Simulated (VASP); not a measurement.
# Si6C in VASP: a series of runs

The runs below take Si6C through single point, with PBE.

Everything below comes from runs of VASP 6.6.1. Logs are shortened: lines on timing, memory, paths and dates and some standing lists are left out, and cuts for length are marked.

## (1) The cell of the first run

The cell holds a slab with vacuum, 7 atoms: a = 3.868 Å, b = 5.470 Å, c = 19.224 Å, α = 90.00°, β = 90.00°, γ = 90.00°.

## (2) Single point, PBE, collinear spin

The input, INCAR:

```
  PREC = Accurate
  ENCUT = 520
  EDIFF = 1E-6
  ISMEAR = 0
  SIGMA = 0.05
  LREAL = F
  LASPH = T
  NELM = 150
  ALGO = Fast
  ISIF = 2
  LWAVE = F
  LCHARG = F
  ISPIN = 2
  MAGMOM = 0 0 0 0 0 0 2
  LORBIT = 11
  LDIPOL = T
  IDIPOL = 3
  DIPOL = 0.5 0.5 0.318
  GGA = PE
  NBANDS = 27
```

The input, KPOINTS:

```
Automatic mesh
0
Gamma
  7 5 1
```

The input, POSCAR:

```
Si6C
1.0
    3.8675355695      0.0000000000      0.0000000000
    0.0000000000      5.4695212554      0.0000000000
    0.0000000000      0.0000000000     19.2238421873
Si C
6 1
Direct
    0.5000000000      0.0000000000      0.2080749499
    0.0000000000      0.2500000000      0.2080749499
    0.0000000000      0.5024402184      0.3062861000
    0.5000000000      0.7475597816      0.3062861000
    0.5000000000      0.0098635014      0.4017845190
    0.0000000000      0.2401364986      0.4017845190
    1.0000000000      0.6765301681      0.3964417632
```

Potentials or basis: VASP PAW PBE potentials, release 64 (Si, C).

Started as:

```console
$ cat potpaw_PBE.64/Si/POTCAR potpaw_PBE.64/C/POTCAR > POTCAR
$ mpirun -np 1 vasp_std > vasp.out
```

OUTCAR:

```text
PREC = Accurate
   ENCUT = 520
   EDIFF = 1E-6
   ISMEAR = 0
   LREAL = F
   LASPH = T
   NELM = 150
   ISIF = 2
   ISPIN = 2
   LORBIT = 11
   GGA = PE

 ion  position               nearest neighbor table
   1  0.500  0.000  0.208-   4 2.34   2 2.37   2 2.37
   2  0.000  0.250  0.208-   3 2.34   1 2.37   1 2.37
   3  0.000  0.502  0.306-   7 1.98   6 2.33   2 2.34   4 2.35   4 2.35
   4  0.500  0.748  0.306-   5 2.33   1 2.34   3 2.35   3 2.35
   5  0.500  0.010  0.402-   6 2.31   6 2.31   4 2.33
   6  0.000  0.240  0.402-   5 2.31   5 2.31   3 2.33   7 2.39
   7  0.000  0.677  0.396-   3 1.98   6 2.39

  LATTYP: Found a simple orthorhombic cell.
 ALAT       =     3.8675355695
 B/A-ratio  =     1.4142135624
 C/A-ratio  =     4.9705663573

  Lattice vectors:

 A1 = (   3.8675355695,   0.0000000000,   0.0000000000)
 A2 = (   0.0000000000,   5.4695212554,   0.0000000000)
 A3 = (   0.0000000000,   0.0000000000,  19.2238421873)

Analysis of symmetry for initial positions (statically):
=====================================================================
 Subroutine PRICEL returns:
 Original cell was already a primitive cell.

 Routine SETGRP: Setting up the symmetry group for a
 simple orthorhombic supercell.

 Subroutine GETGRP returns: Found  2 space group operations
 (whereof  2 operations were pure point group operations)
 out of a pool of  8 trial point group operations.

The static configuration has the point symmetry C_1h.

Analysis of symmetry for dynamics (positions and initial velocities):
=====================================================================
 Subroutine PRICEL returns:
 Original cell was already a primitive cell.

 Routine SETGRP: Setting up the symmetry group for a
 simple orthorhombic supercell.

 Subroutine GETGRP returns: Found  2 space group operations
 (whereof  2 operations were pure point group operations)
 out of a pool of  8 trial point group operations.

The dynamic configuration has the point symmetry C_1h.

Analysis of structural, dynamic, and magnetic symmetry:
=====================================================================
 Subroutine PRICEL returns:
 Original cell was already a primitive cell.

 Routine SETGRP: Setting up the symmetry group for a
 simple orthorhombic supercell.

 Subroutine GETGRP returns: Found  2 space group operations
 (whereof  2 operations were pure point group operations)
 out of a pool of  8 trial point group operations.

The overall configuration has the point symmetry C_1h.

 Subroutine INISYM returns: Found  2 space group operations
[... 143 lines left out ...]
  ---------------------------------------------------
  free energy    TOTEN  =       -33.60613660 eV

  energy without entropy =      -33.59945599  energy(sigma->0) =      -33.60279629

 E-fermi :  -1.4140     XC(G=0):  -3.8041

 val. band max:       -1.4163877902   @ k =   0.1429   0.4000   0.0000
 cond. band min:      -1.3912291631   @ k =   0.1429   0.0000   0.0000
 fundamental gap:      0.0251586271
 Fermi energy:        -1.4140050941

 spin component 1

 k-point     1 :       0.0000    0.0000    0.0000
  band No.  band energies     occupation
      1     -14.4745      1.00000
      2     -11.5626      1.00000
      3     -10.5545      1.00000
      4      -9.2730      1.00000
      5      -8.7523      1.00000
      6      -6.8335      1.00000
[... 337 lines left out ...]
     25       4.4429      0.00000
     26       4.5896      0.00000
 Fermi energy:        -1.4140050941

 spin component 2

 k-point     1 :       0.0000    0.0000    0.0000
  band No.  band energies     occupation
      1     -14.4578      1.00000
      2     -11.5375      1.00000
      3     -10.5394      1.00000
      4      -9.2591      1.00000
      5      -8.7265      1.00000
      6      -6.8069      1.00000
[... 337 lines left out ...]
     25       4.4738      0.00000
     26       4.6311      0.00000
 [bands above 26 left out]

------------------------ aborting loop because EDIFF is reached ----------------------------------------

 vacuum level on the upper side and lower side of the slab       (xc-potential included)        -0.017         0.015

  FORCE on cell =-STRESS in cart. coord.  units (eV):
  Direction    XX          YY          ZZ          XY          YZ          ZX
  --------------------------------------------------------------------------------------
  -------------------------------------------------------------------------------------
  Total       -1.7676412     -5.3170599      2.1076285      0.0000000      0.2448876      0.0000000
  in kB       -6.9643546    -20.9487597      8.3038755      0.0000000      0.9648360      0.0000000
  external PRESSURE =      -6.5364129 kB  Pullay stress =       0.0000000 kB

 VOLUME and BASIS-vectors are now :
 -----------------------------------------------------------------------------
  energy-cutoff  :      520.00
  volume of cell :      406.65
      direct lattice vectors                 reciprocal lattice vectors
     3.867535570  0.000000000  0.000000000     0.258562586  0.000000000  0.000000000
     0.000000000  5.469521255  0.000000000     0.000000000  0.182831358  0.000000000
     0.000000000  0.000000000 19.223842187     0.000000000  0.000000000  0.052018737

 POSITION                                       TOTAL-FORCE (eV/Angst)
 -----------------------------------------------------------------------------------
      1.93377      0.00000      4.00000         0.000000      0.623052     -0.202872
      0.00000      1.36738      4.00000         0.000000     -0.851017     -0.280582
      0.00000      2.74811      5.88800         0.000000      0.166942     -0.109805
      1.93377      4.08879      5.88800         0.000000      0.188593     -0.066377
      1.93377      0.05395      7.72384         0.000000     -0.803531      0.143373
      0.00000      1.31343      7.72384         0.000000      1.149581      0.505488
      0.00000      3.70030      7.62113         0.000000     -0.473619      0.010776
 -----------------------------------------------------------------------------------
    total drift:                               -0.000000     -0.000086     -0.000049

  FREE ENERGIE OF THE ION-ELECTRON SYSTEM (eV)
  ---------------------------------------------------
  free  energy   TOTEN  =       -33.6061365958 eV

  energy  without entropy=      -33.5994559929  energy(sigma->0) =      -33.60279629

 vacuum level on the upper side and lower side of the slab         3.277         3.382

 total charge

# of ion       s       p       d       tot
------------------------------------------
    1        0.815   0.813   0.000   1.628
    2        0.823   0.806   0.000   1.629
    3        0.761   0.924   0.000   1.685
    4        0.796   0.852   0.000   1.648
    5        0.778   0.826   0.000   1.603
    6        0.791   0.846   0.000   1.637
    7        0.982   1.146   0.000   2.128
--------------------------------------------------
tot          5.744   6.212   0.000  11.957

 magnetization (x)

# of ion       s       p       d       tot
------------------------------------------
    1        0.003   0.022   0.000   0.025
    2        0.000   0.001   0.000   0.001
    3        0.001   0.003   0.000   0.004
    4        0.000   0.004   0.000   0.005
    5        0.002   0.006   0.000   0.008
    6        0.001   0.002   0.000   0.003
    7        0.002   0.011   0.000   0.013
--------------------------------------------------
tot          0.010   0.049   0.000   0.059
```

OSZICAR:

```text
N       E                     dE             d eps       ncg     rms          rms(c)
DAV:   1     0.128603103344E+03    0.12860E+03   -0.86860E+03  1296   0.740E+02
DAV:   2    -0.189245560613E+02   -0.14753E+03   -0.14000E+03  1874   0.139E+02
DAV:   3    -0.333908892479E+02   -0.14466E+02   -0.13896E+02  1634   0.412E+01
[... 20 lines left out ...]
RMM:  24    -0.336061128188E+02   -0.16232E-04   -0.61017E-06  1483   0.557E-03    0.104E-03
RMM:  25    -0.336061256093E+02   -0.12791E-04   -0.21771E-06  1417   0.378E-03    0.661E-04
RMM:  26    -0.336061316275E+02   -0.60181E-05   -0.10615E-06  1384   0.258E-03    0.454E-04
RMM:  27    -0.336061348510E+02   -0.32235E-05   -0.42369E-07  1204   0.174E-03    0.329E-04
RMM:  28    -0.336061361012E+02   -0.12502E-05   -0.15015E-07  1022   0.130E-03    0.229E-04
RMM:  29    -0.336061365958E+02   -0.49455E-06   -0.52038E-08   863   0.103E-03
   1 F= -.33606137E+02 E0= -.33602796E+02  d E =-.668060E-02  mag=     0.1563
```

It took 8.3 min on 1 thread of Oxide Virtual Turin-like, shared host; peak memory 0.63 GiB.

Results:

```yaml
Free_energy: -33.6061 eV
Largest_force: 1.256 eV/Å
Net_moment: 0.16 μB per cell
Site_moments: Si +0.03, +0.00, +0.01 (each value once); C +0.01 μB
Valence_electrons_inside_the_program's_atomic_spheres: Si 1.63, 1.69, 1.65, 1.60, 1.64 (each value once); C 2.13
```

Forces on the atoms (eV/Å):
```
Si   0.000  0.623 -0.203
Si   0.000 -0.851 -0.281
Si   0.000  0.167 -0.110
Si   0.000  0.189 -0.066
Si   0.000 -0.804  0.143
Si   0.000  1.150  0.505
C    0.000 -0.474  0.011
```

## (3) Single point, PBE, collinear spin

The input, INCAR:

```
SYSTEM = Si6C
ALGO     = Normal         ! electronic algorithm
DIPOL    = 0.5 0.5 0.332
EDIFF    = 1E-6           ! SCF threshold, eV
ENCUT    = 520            ! plane-wave cutoff, eV
GGA      = PE             ! functional
IDIPOL   = 3            
ISIF     = 2              ! what is computed and relaxed
ISMEAR   = 0              ! smearing method
ISPIN    = 2              ! spin polarisation
LASPH    = .True.         ! aspherical terms in the spheres
LCHARG   = .True.         ! write CHGCAR
LDIPOL   = .True.       
LELF     = .True.         ! ELF
LORBIT   = 11             ! projections on sites
LREAL    = .False.        ! projectors in reciprocal space
LVACPOTAV= .True.       
LVHAR    = .True.       
LWAVE    = .False.        ! write WAVECAR
MAGMOM   = 0 0 0 0 0 0 2  ! initial moments
NBANDS   = 27             ! bands
NELM     = 150            ! most SCF steps
PREC     = Accurate       ! precision mode
SIGMA    = 0.05           ! smearing width, eV
```

The input, KPOINTS:

```
k-points
0
Gamma
  7 5 1
  0 0 0
```

POSCAR: that of step 2 with these lines changed.

```diff
@@ -14,2 +14,2 @@
     0.0000000000      0.2401364986      0.4017845190
-    1.0000000000      0.6765301681      0.3964417632
+    1.0000000000      0.1765301681      0.4939075528
```

Potentials or basis: VASP PAW PBE potentials, release 64 (Si, C).

Started as:

```console
$ cat potpaw_PBE.64/Si/POTCAR potpaw_PBE.64/C/POTCAR > POTCAR
$ mpirun -np 1 vasp_std > vasp.out
```

OUTCAR:

```text
SYSTEM = Si6C
   EDIFF = 1E-6
   ENCUT = 520
   GGA = PE
   ISIF = 2
   ISMEAR = 0
   ISPIN = 2
   LASPH = .True.
   LORBIT = 11
   LREAL = .False.
   NELM = 150
   PREC = Accurate

 ion  position               nearest neighbor table
   1  0.500  0.000  0.208-   4 2.34   2 2.37   2 2.37
   2  0.000  0.250  0.208-   3 2.34   1 2.37   1 2.37
   3  0.000  0.502  0.306-   6 2.33   2 2.34   4 2.35   4 2.35
   4  0.500  0.748  0.306-   5 2.33   1 2.34   3 2.35   3 2.35
   5  0.500  0.010  0.402-   6 2.31   6 2.31   4 2.33
   6  0.000  0.240  0.402-   7 1.80   5 2.31   5 2.31   3 2.33
   7  0.000  0.177  0.494-   6 1.80

  LATTYP: Found a simple orthorhombic cell.
 ALAT       =     3.8675355695
[... 931 lines left out ...]
      0.00000      2.74811      5.88800         0.000000      0.501697     -0.487423
      1.93377      4.08879      5.88800         0.000000     -0.354390      0.154804
      1.93377      0.05395      7.72384         0.000000     -0.378594      0.818455
      0.00000      1.31343      7.72384         0.000000      1.051726     -0.686881
      0.00000      0.96554      9.49480         0.000000     -0.874038      0.019159
 -----------------------------------------------------------------------------------
    total drift:                                0.000000     -0.000082     -0.000135

  FREE ENERGIE OF THE ION-ELECTRON SYSTEM (eV)
  ---------------------------------------------------
  free  energy   TOTEN  =       -32.8441738891 eV

  energy  without entropy=      -32.8413164141  energy(sigma->0) =      -32.84274515

 vacuum level on the upper side and lower side of the slab         4.492         2.802

 total charge

# of ion       s       p       d       tot
------------------------------------------
    1        0.800   0.833   0.000   1.633
    2        0.790   0.841   0.000   1.631
    3        0.774   0.902   0.000   1.676
    4        0.767   0.905   0.000   1.673
    5        0.788   0.844   0.000   1.632
    6        0.777   0.968   0.000   1.746
    7        1.025   1.100   0.000   2.124
--------------------------------------------------
tot          5.721   6.393   0.000  12.114

 magnetization (x)

# of ion       s       p       d       tot
------------------------------------------
    1        0.011   0.063   0.000   0.074
    2       -0.024  -0.128   0.000  -0.151
    3       -0.001  -0.001   0.000  -0.001
    4       -0.004  -0.013   0.000  -0.017
    5        0.000  -0.015   0.000  -0.014
    6       -0.002  -0.018   0.000  -0.020
    7        0.001   0.020   0.000   0.021
--------------------------------------------------
tot         -0.018  -0.090   0.000  -0.108
```

Wall time 8.9 min (1 thread of Oxide Virtual Turin-like, shared host); peak memory 0.65 GiB.

What came out:

| Item | Value |
| --- | --- |
| Free energy | -32.8442 eV |
| Largest force | 1.256 eV/Å |
| Net moment | -0.30 μB per cell |
| Site moments | Si +0.07, -0.15, -0.00, -0.02, -0.01 (each value once); C +0.02 μB |
| Valence electrons inside the program's atomic spheres | Si 1.63, 1.68, 1.67, 1.75 (each value once); C 2.12 |

Forces on the atoms (eV/Å):
```
Si   0.000  0.758  0.049
Si   0.000 -0.705  0.133
Si   0.000  0.502 -0.487
Si   0.000 -0.354  0.155
Si   0.000 -0.379  0.818
Si   0.000  1.052 -0.687
C    0.000 -0.874  0.019
```

Levels at points of the mesh, in eV from the Fermi level:
Spin up:
```
           k point  band 12  band 13  band 14  band 15  band 16  band 17
(0.00, 0.00, 0.00)    -0.71    -0.49     0.02     0.31     0.90     1.42
```
Spin down:
```csv
k point,band 11,band 12,band 13,band 14,band 15,band 16,band 17,band 18
"(0.00, 0.00, 0.00)",-1.66,-0.85,-0.53,-0.06,0.35,0.75,1.41,1.53
```

Caveat: a moment this small can come from the mesh or the smearing.
